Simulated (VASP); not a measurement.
A run of VASP 6.6.1 is set up as follows.

The input INCAR:

```
SYSTEM = LiH
ALGO = Normal
EDIFF = 1E-8
ENCUT = 520
GGA = PE
ISIF = 2
ISMEAR = -1
LASPH = .TRUE.
LCHARG = .FALSE.
LEFG = .TRUE.
LREAL = .FALSE.
LWAVE = .FALSE.
NBANDS = 9
NELM = 60
PREC = Accurate
SIGMA = 0.05
```

File KPOINTS:

```
k-points
0
G
  13 13 13
  0 0 0
```

The input POSCAR:

```
LiH
1.0
    0.0000000000      2.1158641528      2.1158641528
    2.1158641528      0.0000000000      2.1158641528
    2.1158641528      2.1158641528      0.0000000000
Li H
1 1
Direct
    0.0000000000      0.0000000000      0.0000000000
    0.2500000000      0.2500000000      0.2500000000
```

Potentials or basis: VASP PAW PBE potentials, release 64 (Li_sv, H).

Run with:

```console
$ cat potpaw_PBE.64/Li_sv/POTCAR potpaw_PBE.64/H/POTCAR > POTCAR
$ mpirun -np 1 vasp_std > vasp.out
```

(1) Predict the band gap on the k mesh.

Results:

(1) 4.39 eV (least direct gap 5.38 eV).

Caveat: an odd mesh through Γ misses points on the zone boundary, where band edges can lie.
